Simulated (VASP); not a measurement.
# NaH (Fm-3m) in VASP: notebook

Runs on NaH. Level: r2SCAN. Tasks: single point.

Program: VASP 6.6.1. These are calculated values, not measurements. Logs are shortened: lines on timing, memory, paths and dates and some standing lists are left out, and cuts for length are marked.

## 1. The cell of the first run

It takes space group Fm-3m (No. 225, cubic). Conventional cell: a = 4.794 Å, b = 4.794 Å, c = 4.794 Å, α = 90.00°, β = 90.00°, γ = 90.00°. Within 3.2 Å of Na (site symmetry m-3m) lie 6 H at 2.40 Å. H (site symmetry m-3m) has 6 Na at 2.40 Å within 3.2 Å.

## 2. Single point, r2SCAN

POSCAR reads:

```
NaH
1.0
    0.0000000000      2.3972153470      2.3972153470
    2.3972153470      0.0000000000      2.3972153470
    2.3972153470      2.3972153470      0.0000000000
Na H
1 1
Direct
    0.0000000000      0.0000000000      0.0000000000
    0.5000000000      0.5000000000      0.5000000000
```

INCAR.step1 reads:

```
PREC = Accurate
ENCUT = 520
ISMEAR = 0
SIGMA = 0.01
LREAL = F
LASPH = T
NELM = 60
NBANDS = 11
GGA = PE
ALGO = Normal
EDIFF = 1E-4
LWAVE = T
LCHARG = F
```

INCAR.step2 reads:

```
PREC = Accurate
ENCUT = 520
EDIFF = 1E-7
ISMEAR = 0
SIGMA = 0.01
LREAL = F
LASPH = T
NELM = 60
ALGO = Normal
ISIF = 2
LWAVE = F
LCHARG = F
METAGGA = R2SCAN
LMIXTAU = T
NBANDS = 11
ISTART = 1
```

KPOINTS reads:

```
Automatic mesh
0
Gamma
  8 8 8
```

Potentials or basis: VASP PAW PBE potentials, release 64 (Na_pv, H).

Run with:

```
$ cat potpaw_PBE.64/Na_pv/POTCAR potpaw_PBE.64/H/POTCAR > POTCAR
$ cp INCAR.step1 INCAR
$ mpirun -np 1 vasp_std > vasp.out
$ cp INCAR.step2 INCAR
$ mpirun -np 1 vasp_std > vasp.out
```

OUTCAR:

```text
PREC = Accurate
   ENCUT = 520
   EDIFF = 1E-7
   ISMEAR = 0
   LREAL = F
   LASPH = T
   NELM = 60
   ISIF = 2
   METAGGA = R2SCAN
   ISTART = 1

 ion  position               nearest neighbor table
   1  0.000  0.000  0.000-
   2  0.500  0.500  0.500-

  LATTYP: Found a face centered cubic cell.
 ALAT       =     4.7944306940

  Lattice vectors:

 A1 = (   0.0000000000,   2.3972153470,   2.3972153470)
 A2 = (   2.3972153470,   0.0000000000,   2.3972153470)
 A3 = (   2.3972153470,   2.3972153470,   0.0000000000)

Analysis of symmetry for initial positions (statically):
=====================================================================
 Subroutine PRICEL returns:
 Original cell was already a primitive cell.

 Routine SETGRP: Setting up the symmetry group for a
 face centered cubic supercell.

 Subroutine GETGRP returns: Found 48 space group operations
 (whereof 48 operations were pure point group operations)
 out of a pool of 48 trial point group operations.

The static configuration has the point symmetry O_h .

Analysis of symmetry for dynamics (positions and initial velocities):
=====================================================================
 Subroutine PRICEL returns:
 Original cell was already a primitive cell.

 Routine SETGRP: Setting up the symmetry group for a
 face centered cubic supercell.

 Subroutine GETGRP returns: Found 48 space group operations
 (whereof 48 operations were pure point group operations)
 out of a pool of 48 trial point group operations.

The dynamic configuration has the point symmetry O_h .

 Subroutine INISYM returns: Found 48 space group operations
 (whereof 48 operations are pure point group operations),
 and found     1 'primitive' translations

----------------------------------------------------------------------------------------

                                     Primitive cell

  volume of cell :      27.5519

  direct lattice vectors                    reciprocal lattice vectors
     0.000000000  2.397215347  2.397215347    -0.208575337  0.208575337  0.208575337
     2.397215347  0.000000000  2.397215347     0.208575337 -0.208575337  0.208575337
     2.397215347  2.397215347  0.000000000     0.208575337  0.208575337 -0.208575337

  length of vectors
     3.390174456  3.390174456  3.390174456     0.361263082  0.361263082  0.361263082

  position of ions in fractional coordinates (direct lattice)
     0.000000000  0.000000000  0.000000000
     0.500000000  0.500000000  0.500000000

  ion indices of the primitive-cell ions
   primitive index   ion index
                 1           1
                 2           2

----------------------------------------------------------------------------------------

 KPOINTS: Automatic mesh

Automatic generation of k-mesh.
 Grid dimensions read from file:
 generate k-points for:    8    8    8

 Generating k-lattice:

  Cartesian coordinates                     Fractional coordinates (reciprocal lattice)
    -0.026071917  0.026071917  0.026071917     0.125000000  0.000000000  0.000000000
     0.026071917 -0.026071917  0.026071917     0.000000000  0.125000000  0.000000000
     0.026071917  0.026071917 -0.026071917     0.000000000  0.000000000  0.125000000

  Length of vectors
     0.045157885  0.045157885  0.045157885

  Shift w.r.t. Gamma in fractional coordinates (k-lattice)
     0.000000000  0.000000000  0.000000000

 Subroutine IBZKPT returns following result:
 ===========================================

 Found     29 irreducible k-points:

 Following reciprocal coordinates:
            Coordinates               Weight
  0.000000  0.000000  0.000000      1.000000
  0.125000  0.000000  0.000000      8.000000
  0.250000  0.000000  0.000000      8.000000
  0.375000  0.000000  0.000000      8.000000
  0.500000  0.000000  0.000000      4.000000
  0.125000  0.125000  0.000000      6.000000
[... 16 lines left out ...]
  0.500000  0.250000  0.125000     48.000000
 -0.375000  0.250000  0.125000     24.000000
 [... further k-points ...]
   k-points           NKPTS =     29   k-points in BZ     NKDIM =     29   number of bands    NBANDS=     11
   number of dos      NEDOS =    301   number of ions     NIONS =      2
   total plane-waves  NPLWV =  21952
   dimension x,y,z NGX =    28 NGY =   28 NGZ =   28
   dimension x,y,z NGXF=    56 NGYF=   56 NGZF=   56
   ions per type =               1   1
   NGX,Y,Z   is equivalent  to a cutoff of  13.73, 13.73, 13.73 a.u.
   NGXF,Y,Z  is equivalent  to a cutoff of  27.46, 27.46, 27.46 a.u.
 SYSTEM =  unknown system
   PREC   = accura    normal or accurate (medium, high low for compatibility)
   ISTART =      1    job   : 0-new  1-cont  2-samecut
   ICHARG =      0    charge: 1-file 2-atom 10-const
   ISPIN  =      1    spin polarized calculation?
   LNONCOLLINEAR =      F non collinear calculations
   LSORBIT =      F    spin-orbit coupling
   LASPH  =      T    aspherical Exc in radial PAW
   ENCUT  =  520.0 eV  38.22 Ry    6.18 a.u.   6.30  6.30  6.30*2*pi/ulx,y,z
   NELM   =     60;   NELMIN=  2; NELMDL=  0     # of ELM steps
   EDIFF  = 0.1E-06   stopping-criterion for ELM
   LREAL  =      F    real-space projection
   EDIFFG = 0.1E-05   stopping-criterion for IOM
   NSW    =      0    number of steps for IOM
   IBRION =     -1    ionic relax: 0-MD 1-quasi-New 2-CG
   NFREE  =      0    steps in history (QN), initial steepest desc. (CG)
   ISIF   =      2    stress and relaxation
   ISYM   =      2    0-nonsym 1-usesym 2-fastsym
   POTIM  = 0.5000    time-step for ionic-motion
   TEBEG  =    0.0;   TEEND  =   0.0 temperature during run
   PSTRESS=    0.0 pullay stress
   NELECT =       8.0000    total number of electrons
   NUPDOWN=      -1.0000    fix difference up-down
   EMIN   =  10.00;   EMAX   =-10.00  energy-range for DOS
   EFERMI =   0.00;   METHOD = LEGACY
   ISMEAR =     0;   SIGMA  =   0.01  broadening in eV -4-tet -1-fermi 0-gaus
   EFERMI_NEDOS =   21; number of points for ismear=-14 and -15
   IALGO  =     38    algorithm
   IMIX   =      4    mixing-type and parameters
     AMIX     =   0.40;   BMIX     =  1.00
     AMIX_MAG =   1.60;   BMIX_MAG =  1.00
  volume/ion in A,a.u.               =      13.78        92.96
  Fermi-wavevector in a.u.,A,eV,Ry     =   1.084063  2.048582 15.989460  1.175192
  Thomas-Fermi vector in A             =   2.220144
   LORBIT       =      0    0 simple, 1 ext, 2 COOP (PROOUT), +10 PAW based schemes
   METAGGA = R2SCAN    functional components
   LHFCALC =     F    Hartree Fock is set to
   AEXX    =    0.0000 exact exchange contribution
   IVDW    =     0    specifies the selected vdW correction
   LEPSILON=     F    determine dielectric tensor
   LRPA    =     F    only Hartree local field effects (RPA)
 non-spin polarized calculation
 Gauss-broadening in eV      SIGMA  =   0.01
  energy-cutoff  :      520.00
  volume of cell :       27.55
 maximum number of plane-waves:       754
 NGX is ok and might be reduce to    28
   NGX = 13   NGY = 13   NGZ = 13

 number of electron       7.9999992 magnetization

 Free energy of the ion-electron system (eV)
  ---------------------------------------------------
  ext. energy  EPLUGINS =         0.00000000
  ---------------------------------------------------
  free energy    TOTEN  =        -7.60247229 eV

  energy without entropy =       -7.60247229  energy(sigma->0) =       -7.60247229

 E-fermi :  -1.3247     XC(G=0):  -8.2256

 val. band max:       -1.3808010127   @ k =  -0.2500   0.5000   0.2500
 cond. band min:       3.0309888281   @ k =   0.5000   0.0000   0.0000
 fundamental gap:      4.4117898408
 Fermi energy:        -1.3247143530

 k-point     1 :       0.0000    0.0000    0.0000
  band No.  band energies     occupation
      1     -24.2371      2.00000
      2     -24.2368      2.00000
      3     -24.2368      2.00000
      4      -4.9972      2.00000
      5      10.2791      0.00000
      6      15.1510      0.00000
      7      15.1510      0.00000
      8      15.1510      0.00000
      9      16.1351      0.00000
     10      16.1351      0.00000
     11      16.1351      0.00000

 k-point     2 :       0.1250    0.0000    0.0000
  band No.  band energies     occupation
      1     -24.2511      2.00000
      2     -24.2387      2.00000
      3     -24.2384      2.00000
      4      -4.7219      2.00000
      5       9.2237      0.00000
      6      12.5794      0.00000
      7      14.3253      0.00000
      8      14.3255      0.00000
      9      17.0350      0.00000
     10      17.0352      0.00000
     11      17.4201      0.00000

 k-point     3 :       0.2500    0.0000    0.0000
  band No.  band energies     occupation
      1     -24.2853      2.00000
      2     -24.2426      2.00000
      3     -24.2424      2.00000
      4      -3.9434      2.00000
      5       6.6342      0.00000
      6      11.1995      0.00000
      7      13.4412      0.00000
      8      13.4415      0.00000
      9      17.2198      0.00000
     10      17.2204      0.00000
     11      18.8423      0.00000

 k-point     4 :       0.3750    0.0000    0.0000
  band No.  band energies     occupation
      1     -24.3191      2.00000
      2     -24.2466      2.00000
      3     -24.2463      2.00000
      4      -2.8700      2.00000
      5       4.1631      0.00000
      6      10.6384      0.00000
      7      12.8756      0.00000
      8      12.8760      0.00000
      9      16.6934      0.00000
     10      16.6942      0.00000
     11      19.1864      0.00000
[... 239 lines left out ...]
 k-point    22 :       0.3750    0.2500    0.1250
  band No.  band energies     occupation
      1     -24.2930      2.00000
      2     -24.2592      2.00000
      3     -24.2478      2.00000
      4      -3.3213      2.00000
      5       6.2422      0.00000
      6       8.6162      0.00000
      7      11.8044      0.00000
      8      14.7059      0.00000
      9      15.3365      0.00000
     10      17.9834      0.00000
     11      20.7599      0.00000

 k-point    23 :       0.5000    0.2500    0.1250
  band No.  band energies     occupation
      1     -24.3105      2.00000
      2     -24.2689      2.00000
      3     -24.2528      2.00000
      4      -2.3822      2.00000
      5       4.6903      0.00000
      6       7.4325      0.00000
      7      10.9329      0.00000
      8      14.8514      0.00000
      9      16.0447      0.00000
     10      18.1911      0.00000
     11      20.5049      0.00000

 k-point    24 :      -0.3750    0.2500    0.1250
  band No.  band energies     occupation
      1     -24.3180      2.00000
      2     -24.2718      2.00000
      3     -24.2557      2.00000
      4      -1.8529      2.00000
      5       3.8344      0.00000
      6       7.1657      0.00000
      7      10.5751      0.00000
      8      14.8188      0.00000
      9      15.9006      0.00000
     10      19.2971      0.00000
     11      21.5012      0.00000

 [... further k-points ...]
[... 5 lines left out ...]
  --------------------------------------------------------------------------------------
  -------------------------------------------------------------------------------------
  Total       -0.0510432     -0.0510432     -0.0510432     -0.0000000     -0.0000000      0.0000000
  in kB       -2.9682257     -2.9682257     -2.9682257     -0.0000000     -0.0000000      0.0000000
  external PRESSURE =      -2.9682257 kB  Pullay stress =       0.0000000 kB

 VOLUME and BASIS-vectors are now :
 -----------------------------------------------------------------------------
  energy-cutoff  :      520.00
  volume of cell :       27.55
      direct lattice vectors                 reciprocal lattice vectors
     0.000000000  2.397215347  2.397215347    -0.208575337  0.208575337  0.208575337
     2.397215347  0.000000000  2.397215347     0.208575337 -0.208575337  0.208575337
     2.397215347  2.397215347  0.000000000     0.208575337  0.208575337 -0.208575337

 POSITION                                       TOTAL-FORCE (eV/Angst)
 -----------------------------------------------------------------------------------
      0.00000      0.00000      0.00000         0.000000     -0.000000     -0.000000
      2.39722      2.39722      2.39722         0.000000      0.000000      0.000000
 -----------------------------------------------------------------------------------
    total drift:                               -0.000000      0.000000      0.000000

  FREE ENERGIE OF THE ION-ELECTRON SYSTEM (eV)
  ---------------------------------------------------
  free  energy   TOTEN  =        -7.6024722917 eV

  energy  without entropy=       -7.6024722917  energy(sigma->0) =       -7.60247229
```

It took 2 min on 1 thread of Intel Xeon 6975P-C, shared host; peak memory 0.13 GiB.

Results:

* Free energy: -7.6025 eV
* Pressure: -0.3 GPa
* Band gap on the k mesh: 4.41 eV, indirect (least direct gap 5.26 eV)

Caveat: the PAW data sets were made with another functional, which shifts forces and pressure a little. A k mesh can miss the band edges.

## 3. Single point, r2SCAN

POSCAR is that of step 2.

INCAR.step1 reads:

```
SYSTEM = NaH
ALGO     = Normal         ! electronic algorithm
EDIFF    = 1E-4           ! SCF threshold, eV
ENCUT    = 520            ! plane-wave cutoff, eV
GGA      = PE             ! functional
ISMEAR   = -5             ! smearing method
LASPH    = .True.         ! aspherical terms in the spheres
LCHARG   = .False.        ! write CHGCAR
LREAL    = .False.        ! projectors in reciprocal space
LWAVE    = .True.         ! write WAVECAR
NBANDS   = 11             ! bands
NELM     = 80             ! most SCF steps
PREC     = Accurate       ! precision mode
SIGMA    = 0.1            ! smearing width, eV
```

INCAR.step2 reads:

```
SYSTEM = NaH
ALGO     = Normal         ! electronic algorithm
EDIFF    = 1E-7           ! SCF threshold, eV
ENCUT    = 520            ! plane-wave cutoff, eV
ISIF     = 2              ! what is computed and relaxed
ISMEAR   = -5             ! smearing method
ISTART   = 1            
LASPH    = .True.         ! aspherical terms in the spheres
LCHARG   = .False.        ! write CHGCAR
LMIXTAU  = .True.       
LREAL    = .False.        ! projectors in reciprocal space
LWAVE    = .False.        ! write WAVECAR
METAGGA  = R2SCAN         ! meta-GGA
NBANDS   = 11             ! bands
NELM     = 80             ! most SCF steps
PREC     = Accurate       ! precision mode
SIGMA    = 0.1            ! smearing width, eV
```

KPOINTS reads:

```
k-points
0
Gamma
  8 8 8
  0 0 0
```

Potentials or basis: VASP PAW PBE potentials, release 64 (Na_pv, H).

Run with:

```
$ cat potpaw_PBE.64/Na_pv/POTCAR potpaw_PBE.64/H/POTCAR > POTCAR
$ cp INCAR.step1 INCAR
$ mpirun -np 1 vasp_std > vasp.out
$ cp INCAR.step2 INCAR
$ mpirun -np 1 vasp_std > vasp.out
```

Wall time 1.9 min (1 thread of Intel Xeon 6975P-C, shared host); peak memory 0.13 GiB.

The run converged. Its results:

```
Free energy            : -7.6025 eV
Pressure               : -0.3 GPa
Band gap on the k mesh : 4.41 eV, indirect (least direct gap 5.26 eV)
```

Levels at points of the mesh, in eV from the valence-band top:
```csv
k point,band 2,band 3,band 4,band 5,band 6,band 7
"(0.00, 0.00, 0.00)",-22.86,-22.86,-3.62,11.66,16.53,16.53
"(0.50, 0.00, 0.00)",-22.87,-22.87,-0.84,4.41,11.86,14.06
"(0.50, 0.50, 0.00)",-22.89,-22.89,-0.17,5.24,10.80,11.54
```

Caveat: the PAW data sets were made with another functional, which shifts forces and pressure a little. A k mesh can miss the band edges.
